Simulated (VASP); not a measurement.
Runs of VASP 6.6.1 on Ti4CuAg. The structure is tetragonal, space group P4/mmm (No. 123). The conventional cell has a = 2.934 Å, b = 2.934 Å, c = 11.255 Å, α = 90.00°, β = 90.00°, γ = 90.00°. Ti (site symmetry 4mm) has 8 Ti at 2.80 to 2.93 Å and 4 Ag at 2.91 Å and 1 Cu at 3.59 Å within 3.7 Å. Within 3.5 Å of Ti (site symmetry 4mm) lie 4 Cu at 2.69 Å and 9 Ti at 2.80 to 3.43 Å. Cu (site symmetry 4/mmm) has 10 Ti at 2.69 to 3.59 Å and 4 Cu at 2.93 Å within 3.6 Å. Ag (site symmetry 4/mmm) has 10 Ti at 2.91 to 3.91 Å and 8 Ag at 2.93 to 4.15 Å within 4.2 Å. 

```tsv
k mesh	gap on the mesh (eV)	pressure (GPa)	largest force (eV/Å)
8 × 8 × 2	none	-7.6	0.09
3 × 3 × 1	none	-8.8	0.41
4 × 4 × 1	none	-7.9	0.17
6 × 6 × 2	none	(a)	0.05
```

Alike in all rows: task single point; level LDA; potentials or basis VASP PAW LDA potentials, release 64 (Ti_sv, Cu, Ag); no spin polarisation; cell as given; cutoff (eV) 520; smearing fermi-dirac 0.05 eV.

Problem. Estimate the missing entries.

Solution. (a) -7.7.

Caveats: some runs use coarse meshes; the cell stands under tension (at least some runs).

A k mesh can miss the band edges, and the runs leave out spin-orbit coupling on Ag.

A gap of «none» marks levels without a gap at the run's occupations.
